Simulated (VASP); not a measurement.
# YAl7 in VASP: notebook

YAl7 is run at these levels: PBE; tasks: single point.

Everything below comes from runs of VASP 6.6.1. Logs are shortened: lines on timing, memory, paths and dates and some standing lists are left out, and cuts for length are marked.

## Step 1: The cell of the first run

The cell holds an amorphous packing of atoms, 16 atoms: a = 6.761 Å, b = 6.711 Å, c = 6.410 Å, α = 92.46°, β = 90.08°, γ = 91.67°.

## Step 2: Single point, PBE

The input, INCAR:

```
SYSTEM = YAl7
ALGO = Normal ; EDIFF = 1E-7
ENCUT = 520 ; GGA = PE
ISIF = 2 ; ISMEAR = -1
ISYM = 0 ; LASPH = .TRUE.
LCHARG = .FALSE. ; LREAL = Auto
LWAVE = .FALSE. ; NBANDS = 46
NELM = 80 ; PREC = Accurate
SIGMA = 0.1301
```

The input, KPOINTS:

```
Automatic mesh
0
Gamma
  1 1 1
  0.25 0.25 0.25
```

The input, POSCAR:

```
YAl7
1.0
    6.7604440000     -0.0984910000     -0.0055720000
   -0.0984910000      6.7085100000     -0.1408520000
   -0.0055720000     -0.1408520000      6.4081030000
Al Y
14 2
Direct
    0.7440163695      0.2824350730      0.6664910355
    0.7236533006      0.3830593268      0.3183269477
    0.5881268360      0.8188954837      0.4154171850
    0.8477348960      0.7363470927      0.0968646321
    0.9725519168      0.3952956587      1.0074849364
    0.9559331030      1.0116025393      0.8487912414
    0.6694402655      0.1147491278      1.0135804255
    0.4902608783      0.8068468295      1.0278287854
    0.8276140165      0.6391276085      0.6482223939
    0.9170609560      0.0537621315      0.3928843477
    0.3736146510      0.3340560997      1.0173018833
    0.1737306967      0.6794761526      0.8509261793
    0.4510693418      0.5037667461      0.6634125438
    0.2646272967      1.0439069667      0.2109797373
    0.3333430454      0.1136604033      0.6379154147
    0.2261663034      0.6172010123      0.3348679314
```

Potentials or basis: VASP PAW PBE potentials, release 64 (Al, Y_sv).

Run with:

```
$ cat potpaw_PBE.64/Al/POTCAR potpaw_PBE.64/Y_sv/POTCAR > POTCAR
$ mpirun -np 1 vasp_std > vasp.out
```

OUTCAR:

```text
SYSTEM = YAl7
   EDIFF = 1E-7
   ENCUT = 520
   GGA = PE
   ISIF = 2
   ISMEAR = -1
   ISYM = 0
   LASPH = .TRUE.
   LREAL = Auto
   NELM = 80
   PREC = Accurate

 ion  position               nearest neighbor table
   1  0.744  0.282  0.666-   2 2.36   9 2.45  13 2.51   7 2.58  10 2.58   6 2.66   5 2.74  15 2.97

   2  0.724  0.383  0.318-   1 2.36   5 2.61   7 2.62  10 2.66   9 2.74   4 2.92  13 2.98  11 3.05
                             3 3.13  16 3.70  16 3.75  15 3.81
   3  0.588  0.819  0.415-   9 2.56   8 2.57  10 2.70   4 2.74  16 2.80  13 2.83  15 2.98  14 3.02
                             2 3.13   7 3.36
   4  0.848  0.736  0.097-   5 2.51   8 2.52   6 2.58  12 2.74   3 2.74  10 2.82   7 2.91   2 2.92
                             9 2.92  16 3.12
   5  0.973  0.395  0.007-   4 2.51  12 2.55   2 2.61   6 2.73   1 2.74   7 2.74  11 2.76  16 3.02
                             9 3.06
   6  0.956  0.012  0.849-   7 2.32   4 2.58   1 2.66  12 2.71   5 2.73   9 2.87  10 2.96  15 2.97
                            14 3.12
   7  0.669  0.115  0.014-   6 2.32   8 2.37  11 2.52   1 2.58   2 2.62   5 2.74   4 2.91  10 3.00
                            14 3.05  15 3.31   3 3.36
   8  0.490  0.807  0.028-   7 2.37  14 2.49   4 2.52  12 2.53   3 2.57  16 2.96  13 3.04  11 3.24
                            15 3.49
   9  0.828  0.639  0.648-   1 2.45   3 2.56  12 2.68  13 2.68   2 2.74   6 2.87   4 2.92   5 3.06
                            10 3.33  16 3.37
  10  0.917  0.054  0.393-   1 2.58  14 2.63   2 2.66   3 2.70   4 2.82   6 2.96   7 3.00  15 3.23
                             9 3.33  16 3.65
  11  0.374  0.334  0.017-  14 2.45   7 2.52  13 2.63   5 2.76  15 2.80  16 2.92  12 2.95   2 3.05
                             8 3.24
  12  0.174  0.679  0.851-  13 2.52   8 2.53   5 2.55   9 2.68   6 2.71   4 2.74  11 2.95  16 3.17
                            14 3.33  16 3.34  15 3.42
  13  0.451  0.504  0.663-   1 2.51  12 2.52  11 2.63   9 2.68  15 2.71  16 2.74   3 2.83   2 2.98
                             8 3.04
  14  0.265  0.044  0.211-  11 2.45   8 2.49  10 2.63  15 2.79  16 3.01   3 3.02   7 3.05   6 3.12
                            12 3.33  15 3.75
  15  0.333  0.114  0.638-  13 2.71  14 2.79  11 2.80   6 2.97   1 2.97   3 2.98  10 3.23   7 3.31
                            12 3.42   8 3.49  14 3.75   2 3.81  16 3.83  16 4.05
  16  0.226  0.617  0.335-  13 2.74   3 2.80  11 2.92   8 2.96  14 3.01   5 3.02   4 3.12  12 3.17
                            12 3.34   9 3.37  10 3.65   2 3.70   2 3.75  15 3.83  15 4.05

IMPORTANT INFORMATION: All symmetrisations will be switched off!
NOSYMM: (Re-)initialisation of all symmetry stuff for point group C_1.

----------------------------------------------------------------------------------------

                                     Primitive cell

  volume of cell :     290.4269

  direct lattice vectors                    reciprocal lattice vectors
     6.760444000 -0.098491000 -0.005572000     0.147951123  0.002175850  0.000176473
    -0.098491000  6.708510000 -0.140852000     0.002175850  0.149165221  0.003280588
    -0.005572000 -0.140852000  6.408103000     0.000176473  0.003280588  0.156124685

  length of vectors
     6.761163702  6.710711302  6.409653219     0.147967227  0.149217157  0.156159248

  position of ions in fractional coordinates (direct lattice)
     0.744016370  0.282435073  0.666491036
     0.723653301  0.383059327  0.318326948
     0.588126836  0.818895484  0.415417185
     0.847734896  0.736347093  0.096864632
     0.972551917  0.395295659  0.007484936
     0.955933103  0.011602539  0.848791241
     0.669440266  0.114749128  0.013580426
     0.490260878  0.806846830  0.027828785
     0.827614017  0.639127608  0.648222394
     0.917060956  0.053762132  0.392884348
     0.373614651  0.334056100  0.017301883
     0.173730697  0.679476153  0.850926179
     0.451069342  0.503766746  0.663412544
     0.264627297  0.043906967  0.210979737
     0.333343045  0.113660403  0.637915415
     0.226166303  0.617201012  0.334867931

  ion indices of the primitive-cell ions
   primitive index   ion index
                 1           1
                 2           2
                 3           3
                 4           4
                 5           5
                 6           6
                 7           7
                 8           8
                 9           9
                10          10
                11          11
                12          12
                13          13
                14          14
                15          15
                16          16

----------------------------------------------------------------------------------------

 KPOINTS: Automatic mesh

Automatic generation of k-mesh.
 Grid dimensions read from file:
 generate k-points for:    1    1    1

 Generating k-lattice:

  Cartesian coordinates                     Fractional coordinates (reciprocal lattice)
     0.147951123  0.002175850  0.000176473     1.000000000 -0.000000000  0.000000000
     0.002175850  0.149165221  0.003280588     0.000000000  1.000000000  0.000000000
     0.000176473  0.003280588  0.156124685     0.000000000 -0.000000000  1.000000000

  Length of vectors
     0.147967227  0.149217157  0.156159248

  Shift w.r.t. Gamma in fractional coordinates (k-lattice)
     0.250000000  0.250000000  0.250000000

 Subroutine IBZKPT returns following result:
 ===========================================

 Found      1 irreducible k-points:

 Following reciprocal coordinates:
            Coordinates               Weight
  0.250000  0.250000  0.250000      2.000000
   k-points           NKPTS =      1   k-points in BZ     NKDIM =      1   number of bands    NBANDS=     46
   number of dos      NEDOS =    301   number of ions     NIONS =     16
   total plane-waves  NPLWV = 120000
   dimension x,y,z NGX =    50 NGY =   50 NGZ =   48
   dimension x,y,z NGXF=   100 NGYF=  100 NGZF=   96
   ions per type =              14   2
   NGX,Y,Z   is equivalent  to a cutoff of  12.29, 12.39, 12.45 a.u.
   NGXF,Y,Z  is equivalent  to a cutoff of  24.59, 24.77, 24.90 a.u.
 SYSTEM =  YAl7
   PREC   = accura    normal or accurate (medium, high low for compatibility)
   ISTART =      0    job   : 0-new  1-cont  2-samecut
   ICHARG =      2    charge: 1-file 2-atom 10-const
   ISPIN  =      1    spin polarized calculation?
   LNONCOLLINEAR =      F non collinear calculations
   LSORBIT =      F    spin-orbit coupling
   LASPH  =      T    aspherical Exc in radial PAW
   ENCUT  =  520.0 eV  38.22 Ry    6.18 a.u.  12.57 12.48 11.92*2*pi/ulx,y,z
   NELM   =     80;   NELMIN=  2; NELMDL= -5     # of ELM steps
   EDIFF  = 0.1E-06   stopping-criterion for ELM
   LREAL  =      T    real-space projection
   EDIFFG = 0.1E-05   stopping-criterion for IOM
   NSW    =      0    number of steps for IOM
   IBRION =     -1    ionic relax: 0-MD 1-quasi-New 2-CG
   NFREE  =      0    steps in history (QN), initial steepest desc. (CG)
   ISIF   =      2    stress and relaxation
   ISYM   =      0    0-nonsym 1-usesym 2-fastsym
   POTIM  = 0.5000    time-step for ionic-motion
   TEBEG  =    0.0;   TEEND  =   0.0 temperature during run
   PSTRESS=    0.0 pullay stress
   NELECT =      64.0000    total number of electrons
   NUPDOWN=      -1.0000    fix difference up-down
   EMIN   =  10.00;   EMAX   =-10.00  energy-range for DOS
   EFERMI =   0.00;   METHOD = LEGACY
   ISMEAR =    -1;   SIGMA  =   0.13  broadening in eV -4-tet -1-fermi 0-gaus
   EFERMI_NEDOS =   21; number of points for ismear=-14 and -15
   IALGO  =     38    algorithm
   IMIX   =      4    mixing-type and parameters
     AMIX     =   0.40;   BMIX     =  1.00
     AMIX_MAG =   1.60;   BMIX_MAG =  1.00
  volume/ion in A,a.u.               =      18.15       122.49
  Fermi-wavevector in a.u.,A,eV,Ry     =   0.988832  1.868622 13.303626  0.977789
  Thomas-Fermi vector in A             =   2.120387
   LORBIT       =      0    0 simple, 1 ext, 2 COOP (PROOUT), +10 PAW based schemes
   GGA     = PE    functional components
   LHFCALC =     F    Hartree Fock is set to
   AEXX    =    0.0000 exact exchange contribution
   IVDW    =     0    specifies the selected vdW correction
   LEPSILON=     F    determine dielectric tensor
   LRPA    =     F    only Hartree local field effects (RPA)
 non-spin polarized calculation
  energy-cutoff  :      520.00
  volume of cell :      290.43
 maximum number of plane-waves:      7814
 NGX is ok and might be reduce to    50
   NGX = 25   NGY = 25   NGZ = 23

 number of electron      64.0000001 magnetization

 Free energy of the ion-electron system (eV)
  ---------------------------------------------------
  ext. energy  EPLUGINS =         0.00000000
  ---------------------------------------------------
  free energy    TOTEN  =       -62.51420416 eV

  energy without entropy =      -62.10358437  energy(sigma->0) =      -62.30889426

 E-fermi :   6.9492     XC(G=0): -10.0313

 val. band max:        6.8433829285   @ k =   0.2500   0.2500   0.2500
 cond. band min:       7.1117184659   @ k =   0.2500   0.2500   0.2500
 fundamental gap:      0.2683355374
 Fermi energy:         6.9491890455

 k-point     1 :       0.2500    0.2500    0.2500
  band No.  band energies     occupation
      1     -35.3899      2.00000
      2     -35.2982      2.00000
      3     -15.5573      2.00000
      4     -15.4956      2.00000
      5     -15.4810      2.00000
      6     -15.4302      2.00000
      7     -15.4166      2.00000
      8     -15.3586      2.00000
      9      -3.1236      2.00000
     10      -1.8189      2.00000
     11      -1.3746      2.00000
     12      -0.9698      2.00000
     13      -0.1057      2.00000
     14       0.4078      2.00000
     15       1.2401      2.00000
     16       1.7394      2.00000
     17       2.1837      2.00000
     18       2.5174      2.00000
     19       2.8187      2.00000
     20       3.0484      2.00000
     21       3.2564      2.00000
     22       3.6731      2.00000
     23       3.9272      2.00000
     24       4.2018      2.00000
     25       4.5026      2.00000
     26       5.2262      2.00000
     27       5.4912      1.99997
     28       5.6698      1.99989
     29       6.0241      1.99837
     30       6.1108      1.99683
     31       6.3366      1.98213
     32       6.8434      1.38561
     33       7.1117      0.44565
     34       7.2622      0.16549
     35       7.5302      0.02274
     36       7.7940      0.00302
     37       8.1390      0.00021
     38       8.3000      0.00006
     39       8.4312      0.00002
     40       8.7330      0.00000
     41       9.0037      0.00000
     42       9.3126      0.00000
     43       9.5412      0.00000
     44       9.7445      0.00000
 [bands above 44 left out]

------------------------ aborting loop because EDIFF is reached ----------------------------------------

  FORCE on cell =-STRESS in cart. coord.  units (eV):
  Direction    XX          YY          ZZ          XY          YZ          ZX
  --------------------------------------------------------------------------------------
  -------------------------------------------------------------------------------------
  Total       28.1330127     25.4928272     13.6231665     -1.0303635     -5.1727657    -11.1995384
  in kB      155.1993897    140.6344665     75.1539534     -5.6841330    -28.5362284    -61.7836969
  external PRESSURE =     123.6626032 kB  Pullay stress =       0.0000000 kB

 VOLUME and BASIS-vectors are now :
 -----------------------------------------------------------------------------
  energy-cutoff  :      520.00
  volume of cell :      290.43
      direct lattice vectors                 reciprocal lattice vectors
     6.760444000 -0.098491000 -0.005572000     0.147951123  0.002175850  0.000176473
    -0.098491000  6.708510000 -0.140852000     0.002175850  0.149165221  0.003280588
    -0.005572000 -0.140852000  6.408103000     0.000176473  0.003280588  0.156124685

 POSITION                                       TOTAL-FORCE (eV/Angst)
 -----------------------------------------------------------------------------------
      4.99835      1.72756      4.22702         0.283821     -1.498645      1.454630
      4.85272      2.45365      1.98189        -0.846433      1.586022     -1.083164
      3.89303      5.37713      2.54342        -0.392381     -0.082756     -0.217512
      5.65800      4.84265      0.51228         0.256450     -0.073830      0.655559
      6.53591      2.55500     -0.01313         0.718661     -0.475949     -0.099296
      6.45666     -0.13587      5.43218         2.174054     -0.740487     -1.668203
      4.51434      0.70195      0.06713        -1.238230      0.795053      0.718860
      3.23476      5.36053      0.06195        -0.425445     -1.637084     -0.936952
      5.52848      4.11478      4.05924         1.103137      0.954792      0.610866
      6.19225      0.21500      2.50496         1.227720     -0.425929      0.291528
      2.49280      2.20178      0.06174        -0.079165      1.195740     -0.059553
      1.10283      4.42131      5.35615        -0.348238      0.600997     -0.547096
      2.99612      3.24165      4.17775         1.091262      1.488587      0.378864
      1.78350      0.23877      1.34432        -0.759632     -0.202431     -0.253397
      2.23880      0.63981      4.06996        -0.673460     -1.329231      0.786223
      1.46633      4.07106      2.05767        -2.092122     -0.154847     -0.031356
 -----------------------------------------------------------------------------------
    total drift:                               -0.002413      0.020546      0.002844

  FREE ENERGIE OF THE ION-ELECTRON SYSTEM (eV)
  ---------------------------------------------------
  free  energy   TOTEN  =       -62.5142041625 eV

  energy  without entropy=      -62.1035843657  energy(sigma->0) =      -62.30889426
```

Run time: 31 s. Hardware: 1 thread of Intel Xeon Platinum 8488C (Sapphire Rapids), shared host; peak memory 0.32 GiB.

Results:

```yaml
Free_energy: -62.5142 eV
Pressure: 12.4 GPa
Largest_force: 2.839 eV/Å
Band_gap_on_the_k_mesh: 0.27 eV
```

Forces on the atoms (eV/Å):
```
Al   0.284 -1.499  1.455
Al  -0.846  1.586 -1.083
Al  -0.392 -0.083 -0.218
Al   0.256 -0.074  0.656
Al   0.719 -0.476 -0.099
Al   2.174 -0.740 -1.668
Al  -1.238  0.795  0.719
Al  -0.425 -1.637 -0.937
Al   1.103  0.955  0.611
Al   1.228 -0.426  0.292
Al  -0.079  1.196 -0.060
Al  -0.348  0.601 -0.547
Al   1.091  1.489  0.379
Al  -0.760 -0.202 -0.253
Y   -0.673 -1.329  0.786
Y   -2.092 -0.155 -0.031
```

Caveat: the k points lie up to 0.98 Å⁻¹ apart.

[end of part 1 of 3]
